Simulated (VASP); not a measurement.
# GaN in VASP: a series of runs

GaN is run at these levels: r2SCAN; tasks: single point.

All numbers are computed with VASP 6.6.1; they aren't measurements. Logs are shortened: lines on timing, memory, paths and dates and some standing lists are left out, and cuts for length are marked.

**1. The cell of the first run**

The structure is tetragonal, space group I4/mmm (No. 139). Conventional cell: a = 2.982 Å, b = 2.982 Å, c = 4.091 Å, α = 90.00°, β = 90.00°, γ = 90.00°. Within 2.7 Å of Ga (site symmetry 4/mmm) lie 6 N at 2.05 to 2.11 Å. Within 2.7 Å of N (site symmetry 4/mmm) lie 6 Ga at 2.05 to 2.11 Å.

**2. Single point, r2SCAN (uniaxial z strain -3.0%)**

The input, POSCAR:

```
GaN
1.0
    0.0000000000      2.1085152343      2.0452597773
    2.1085152343      0.0000000000      2.0452597773
    2.1085152343      2.1085152343      0.0000000000
Ga N
1 1
Direct
    0.0000000000      0.0000000000      0.0000000000
    0.5000000000      0.5000000000      0.5000000000
```

The input, INCAR.step1:

```
PREC = Accurate
ENCUT = 520
ISMEAR = 0
SIGMA = 0.01
LREAL = F
LASPH = T
NELM = 100
NBANDS = 16
GGA = PE
ALGO = Normal
EDIFF = 1E-4
LWAVE = T
LCHARG = F
```

The input, INCAR.step2:

```
PREC = Accurate
ENCUT = 520
EDIFF = 1E-7
ISMEAR = 0
SIGMA = 0.01
LREAL = F
LASPH = T
NELM = 100
ALGO = Normal
ISIF = 2
LWAVE = F
LCHARG = T
METAGGA = R2SCAN
LMIXTAU = T
LELF = T
LVHAR = T
NBANDS = 16
ISTART = 1
```

The input, KPOINTS:

```
Automatic mesh
0
Gamma
  10 10 10
```

Potentials or basis: VASP PAW PBE potentials, release 64 (Ga_d, N).

Launch:

```console
$ cat potpaw_PBE.64/Ga_d/POTCAR potpaw_PBE.64/N/POTCAR > POTCAR
$ cp INCAR.step1 INCAR
$ mpirun -np 1 vasp_std > vasp.out
$ cp INCAR.step2 INCAR
$ mpirun -np 1 vasp_std > vasp.out
```

OUTCAR:

```text
PREC = Accurate
   ENCUT = 520
   EDIFF = 1E-7
   ISMEAR = 0
   LREAL = F
   LASPH = T
   NELM = 100
   ISIF = 2
   METAGGA = R2SCAN
   ISTART = 1

 ion  position               nearest neighbor table
   1  0.000  0.000  0.000-   2 2.05   2 2.05   2 2.11   2 2.11   2 2.11   2 2.11
   2  0.500  0.500  0.500-   1 2.05   1 2.05   1 2.11   1 2.11   1 2.11   1 2.11

  LATTYP: Found a body centered tetragonal cell.
 ALAT       =     2.9818908408
 C/A-ratio  =     1.3717871555

  Lattice vectors:

 A1 = (   0.0000000000,  -2.1085152343,  -2.0452597773)
 A2 = (   0.0000000000,   2.1085152343,  -2.0452597773)
 A3 = (   2.1085152343,   0.0000000000,   2.0452597773)

Analysis of symmetry for initial positions (statically):
=====================================================================
 Subroutine PRICEL returns:
 Original cell was already a primitive cell.

 Routine SETGRP: Setting up the symmetry group for a
 body centered tetragonal supercell.

 Subroutine GETGRP returns: Found 16 space group operations
 (whereof 16 operations were pure point group operations)
 out of a pool of 16 trial point group operations.

The static configuration has the point symmetry D_4h.

Analysis of symmetry for dynamics (positions and initial velocities):
=====================================================================
 Subroutine PRICEL returns:
 Original cell was already a primitive cell.

 Routine SETGRP: Setting up the symmetry group for a
 body centered tetragonal supercell.

 Subroutine GETGRP returns: Found 16 space group operations
 (whereof 16 operations were pure point group operations)
 out of a pool of 16 trial point group operations.

The dynamic configuration has the point symmetry D_4h.

 Subroutine INISYM returns: Found 16 space group operations
 (whereof 16 operations are pure point group operations),
 and found     1 'primitive' translations

----------------------------------------------------------------------------------------

                                     Primitive cell

  volume of cell :      18.1858

  direct lattice vectors                    reciprocal lattice vectors
     0.000000000  2.108515234  2.045259777    -0.237133691  0.237133691  0.244467723
     2.108515234  0.000000000  2.045259777     0.237133691 -0.237133691  0.244467723
     2.108515234  2.108515234  0.000000000     0.237133691  0.237133691 -0.244467723

  length of vectors
     2.937503030  2.937503030  2.981890841     0.415005111  0.415005111  0.415005111

  position of ions in fractional coordinates (direct lattice)
     0.000000000  0.000000000  0.000000000
     0.500000000  0.500000000  0.500000000

  ion indices of the primitive-cell ions
   primitive index   ion index
                 1           1
                 2           2

----------------------------------------------------------------------------------------

 KPOINTS: Automatic mesh

Automatic generation of k-mesh.
 Grid dimensions read from file:
 generate k-points for:   10   10   10

 Generating k-lattice:

  Cartesian coordinates                     Fractional coordinates (reciprocal lattice)
    -0.023713369  0.023713369  0.024446772     0.100000000  0.000000000  0.000000000
     0.023713369 -0.023713369  0.024446772     0.000000000  0.100000000  0.000000000
     0.023713369  0.023713369 -0.024446772    -0.000000000 -0.000000000  0.100000000

  Length of vectors
     0.041500511  0.041500511  0.041500511

  Shift w.r.t. Gamma in fractional coordinates (k-lattice)
     0.000000000  0.000000000  0.000000000

 Subroutine IBZKPT returns following result:
 ===========================================

 Found    102 irreducible k-points:

 Following reciprocal coordinates:
            Coordinates               Weight
  0.000000  0.000000  0.000000      1.000000
  0.100000 -0.000000  0.000000      8.000000
  0.200000 -0.000000  0.000000      8.000000
  0.300000  0.000000  0.000000      8.000000
  0.400000 -0.000000  0.000000      8.000000
  0.500000 -0.000000  0.000000      4.000000
[... 16 lines left out ...]
  0.300000  0.300000  0.000000      2.000000
  0.400000  0.300000  0.000000      8.000000
 [... further k-points ...]
   k-points           NKPTS =    102   k-points in BZ     NKDIM =    102   number of bands    NBANDS=     16
   number of dos      NEDOS =    301   number of ions     NIONS =      2
   total plane-waves  NPLWV =  13824
   dimension x,y,z NGX =    24 NGY =   24 NGZ =   24
   dimension x,y,z NGXF=    48 NGYF=   48 NGZF=   48
   ions per type =               1   1
   NGX,Y,Z   is equivalent  to a cutoff of  13.58, 13.58, 13.38 a.u.
   NGXF,Y,Z  is equivalent  to a cutoff of  27.17, 27.17, 26.76 a.u.
 SYSTEM =  unknown system
   PREC   = accura    normal or accurate (medium, high low for compatibility)
   ISTART =      1    job   : 0-new  1-cont  2-samecut
   ICHARG =      0    charge: 1-file 2-atom 10-const
   ISPIN  =      1    spin polarized calculation?
   LNONCOLLINEAR =      F non collinear calculations
   LSORBIT =      F    spin-orbit coupling
   LASPH  =      T    aspherical Exc in radial PAW
   ENCUT  =  520.0 eV  38.22 Ry    6.18 a.u.   5.46  5.46  5.54*2*pi/ulx,y,z
   NELM   =    100;   NELMIN=  2; NELMDL=  0     # of ELM steps
   EDIFF  = 0.1E-06   stopping-criterion for ELM
   LREAL  =      F    real-space projection
   EDIFFG = 0.1E-05   stopping-criterion for IOM
   NSW    =      0    number of steps for IOM
   IBRION =     -1    ionic relax: 0-MD 1-quasi-New 2-CG
   NFREE  =      0    steps in history (QN), initial steepest desc. (CG)
   ISIF   =      2    stress and relaxation
   ISYM   =      2    0-nonsym 1-usesym 2-fastsym
   POTIM  = 0.5000    time-step for ionic-motion
   TEBEG  =    0.0;   TEEND  =   0.0 temperature during run
   PSTRESS=    0.0 pullay stress
   NELECT =      18.0000    total number of electrons
   NUPDOWN=      -1.0000    fix difference up-down
   EMIN   =  10.00;   EMAX   =-10.00  energy-range for DOS
   EFERMI =   0.00;   METHOD = LEGACY
   ISMEAR =     0;   SIGMA  =   0.01  broadening in eV -4-tet -1-fermi 0-gaus
   EFERMI_NEDOS =   21; number of points for ismear=-14 and -15
   IALGO  =     38    algorithm
   IMIX   =      4    mixing-type and parameters
     AMIX     =   0.40;   BMIX     =  1.00
     AMIX_MAG =   1.60;   BMIX_MAG =  1.00
  volume/ion in A,a.u.               =       9.09        61.36
  Fermi-wavevector in a.u.,A,eV,Ry     =   1.631505  3.083097 36.216094  2.661808
  Thomas-Fermi vector in A             =   2.723630
   LORBIT       =      0    0 simple, 1 ext, 2 COOP (PROOUT), +10 PAW based schemes
   METAGGA = R2SCAN    functional components
   LHFCALC =     F    Hartree Fock is set to
   AEXX    =    0.0000 exact exchange contribution
   IVDW    =     0    specifies the selected vdW correction
   LEPSILON=     F    determine dielectric tensor
   LRPA    =     F    only Hartree local field effects (RPA)
 non-spin polarized calculation
 Gauss-broadening in eV      SIGMA  =   0.01
  energy-cutoff  :      520.00
  volume of cell :       18.19
 maximum number of plane-waves:       516
 NGX is ok and might be reduce to    24
   NGX = 11   NGY = 11   NGZ = 11

 number of electron      18.0000000 magnetization

 Free energy of the ion-electron system (eV)
  ---------------------------------------------------
  ext. energy  EPLUGINS =         0.00000000
  ---------------------------------------------------
  free energy    TOTEN  =       -20.94831052 eV

  energy without entropy =      -20.94831052  energy(sigma->0) =      -20.94831052

 E-fermi :   8.2759     XC(G=0): -14.4154

 val. band max:        8.1338223058   @ k =  -0.2000   0.0000   0.2000
 cond. band min:       9.2945678723   @ k =   0.5000   0.5000   0.0000
 fundamental gap:      1.1607455665
 Fermi energy:         8.2759356356

 k-point     1 :       0.0000    0.0000    0.0000
  band No.  band energies     occupation
      1     -10.3244      2.00000
      2      -6.2390      2.00000
      3      -6.2390      2.00000
      4      -6.2233      2.00000
      5      -6.1802      2.00000
      6      -6.1343      2.00000
[... 8 lines left out ...]
     15      25.1713      0.00000
     16      25.5050      0.00000

 k-point     2 :       0.1000   -0.0000    0.0000
  band No.  band energies     occupation
      1     -10.1207      2.00000
      2      -6.2442      2.00000
      3      -6.2345      2.00000
      4      -6.2179      2.00000
      5      -6.1873      2.00000
      6      -6.1528      2.00000
[... 8 lines left out ...]
     15      25.1737      0.00000
     16      25.9807      0.00000

 k-point     3 :       0.2000   -0.0000    0.0000
  band No.  band energies     occupation
      1      -9.5307      2.00000
      2      -6.2876      2.00000
      3      -6.2702      2.00000
      4      -6.2571      2.00000
      5      -6.1403      2.00000
      6      -6.1361      2.00000
[... 8 lines left out ...]
     15      26.3034      0.00000
     16      26.4636      0.00000

 k-point     4 :       0.3000    0.0000    0.0000
  band No.  band energies     occupation
      1      -8.6353      2.00000
      2      -6.3677      2.00000
      3      -6.3479      2.00000
      4      -6.3073      2.00000
      5      -6.0763      2.00000
      6      -6.0659      2.00000
[... 8 lines left out ...]
     15      28.2627      0.00000
     16      28.2893      0.00000

 k-point     5 :       0.4000   -0.0000    0.0000
  band No.  band energies     occupation
      1      -7.6444      2.00000
      2      -6.4329      2.00000
      3      -6.4199      2.00000
      4      -6.3808      2.00000
      5      -6.0246      2.00000
      6      -6.0040      2.00000
[... 8 lines left out ...]
     15      30.7649      0.00000
     16      30.8791      0.00000

 k-point     6 :       0.5000   -0.0000    0.0000
  band No.  band energies     occupation
      1      -7.0917      2.00000
      2      -6.4820      2.00000
      3      -6.4577      2.00000
      4      -6.4473      2.00000
      5      -6.0047      2.00000
      6      -5.9801      2.00000
[... 8 lines left out ...]
     15      33.0946      0.00000
     16      33.1333      0.00000

 k-point     7 :       0.1000    0.1000    0.0000
  band No.  band energies     occupation
      1     -10.0367      2.00000
      2      -6.2431      2.00000
      3      -6.2169      2.00000
      4      -6.2169      2.00000
      5      -6.2080      2.00000
      6      -6.1672      2.00000
[... 8 lines left out ...]
     15      27.4160      0.00000
     16      27.4161      0.00000

 k-point     8 :       0.2000    0.1000    0.0000
  band No.  band energies     occupation
      1      -9.5722      2.00000
      2      -6.2861      2.00000
      3      -6.2675      2.00000
      4      -6.2290      2.00000
      5      -6.1719      2.00000
      6      -6.1277      2.00000
[... 8 lines left out ...]
     15      27.7913      0.00000
     16      28.3336      0.00000

 k-point     9 :       0.3000    0.1000    0.0000
  band No.  band energies     occupation
      1      -8.8021      2.00000
      2      -6.3624      2.00000
      3      -6.2940      2.00000
      4      -6.2898      2.00000
      5      -6.0949      2.00000
      6      -6.0551      2.00000
[... 8 lines left out ...]
     15      28.2073      0.00000
     16      29.7320      0.00000
[... 172 lines left out ...]
 k-point    19 :       0.5000    0.2000    0.0000
  band No.  band energies     occupation
      1      -7.8772      2.00000
      2      -6.3624      2.00000
      3      -6.3165      2.00000
      4      -6.1575      2.00000
      5      -5.9673      2.00000
      6      -5.1379      2.00000
[... 8 lines left out ...]
     15      31.8477      0.00000
     16      33.2523      0.00000

 k-point    20 :      -0.4000    0.2000    0.0000
  band No.  band energies     occupation
      1      -7.8011      2.00000
      2      -6.3648      2.00000
      3      -6.3607      2.00000
      4      -6.1689      2.00000
      5      -5.9961      2.00000
      6      -5.0527      2.00000
[... 8 lines left out ...]
     15      30.4253      0.00000
     16      30.9499      0.00000

 k-point    21 :      -0.3000    0.2000    0.0000
  band No.  band energies     occupation
      1      -8.0355      2.00000
      2      -6.3721      2.00000
      3      -6.3461      2.00000
      4      -6.2227      2.00000
      5      -6.0569      2.00000
      6      -5.4870      2.00000
[... 8 lines left out ...]
     15      29.6356      0.00000
     16      30.5792      0.00000

 k-point    22 :      -0.2000    0.2000    0.0000
  band No.  band energies     occupation
      1      -8.5803      2.00000
      2      -6.3544      2.00000
      3      -6.3156      2.00000
      4      -6.2667      2.00000
      5      -6.1182      2.00000
      6      -5.8334      2.00000
[... 8 lines left out ...]
     15      29.2006      0.00000
     16      30.5845      0.00000

 k-point    23 :       0.3000    0.3000    0.0000
  band No.  band energies     occupation
      1      -8.5860      2.00000
      2      -6.3600      2.00000
      3      -6.0911      2.00000
      4      -6.0537      2.00000
      5      -6.0537      2.00000
      6      -5.7959      2.00000
[... 8 lines left out ...]
     15      32.9877      0.00000
     16      35.9470      0.00000

 k-point    24 :       0.4000    0.3000    0.0000
  band No.  band energies     occupation
      1      -8.3826      2.00000
      2      -6.3786      2.00000
      3      -6.1232      2.00000
      4      -6.0370      2.00000
      5      -5.9815      2.00000
      6      -5.1105      2.00000
[... 8 lines left out ...]
     15      34.1000      0.00000
     16      36.5149      0.00000

 [... further k-points ...]
[... 5 lines left out ...]
  --------------------------------------------------------------------------------------
  -------------------------------------------------------------------------------------
  Total        0.8301445      0.8301445      1.7002568      0.0000000     -0.0000000     -0.0000000
  in kB       73.1361919     73.1361919    149.7935602      0.0000000     -0.0000000     -0.0000000
  external PRESSURE =      98.6886480 kB  Pullay stress =       0.0000000 kB

 VOLUME and BASIS-vectors are now :
 -----------------------------------------------------------------------------
  energy-cutoff  :      520.00
  volume of cell :       18.19
      direct lattice vectors                 reciprocal lattice vectors
     0.000000000  2.108515234  2.045259777    -0.237133691  0.237133691  0.244467723
     2.108515234  0.000000000  2.045259777     0.237133691 -0.237133691  0.244467723
     2.108515234  2.108515234  0.000000000     0.237133691  0.237133691 -0.244467723

 POSITION                                       TOTAL-FORCE (eV/Angst)
 -----------------------------------------------------------------------------------
      0.00000      0.00000      0.00000        -0.000000      0.000000     -0.000000
      2.10852      2.10852      2.04526         0.000000     -0.000000      0.000000
 -----------------------------------------------------------------------------------
    total drift:                                0.000000     -0.000000     -0.000000

  FREE ENERGIE OF THE ION-ELECTRON SYSTEM (eV)
  ---------------------------------------------------
  free  energy   TOTEN  =       -20.9483105213 eV

  energy  without entropy=      -20.9483105213  energy(sigma->0) =      -20.94831052
```

Wall time 72 s (1 thread of Intel Xeon Platinum 8488C (Sapphire Rapids), shared host); peak memory 0.16 GiB.

Results:

```yaml
Free_energy: -20.9483 eV
Pressure: 9.9 GPa
Band_gap_on_the_k_mesh: 1.16 eV, indirect (least direct gap 3.73 eV)
```

Stress tensor (GPa, compression positive):
```
 7.31  0.00  0.00
 0.00  7.31  0.00
 0.00  0.00 14.98
```

Caveat: the cell differs from its parent crystal (uniaxial z strain -3.0%); the PAW data sets were made with another functional, which shifts forces and pressure a little.

[end of part 1 of 2]
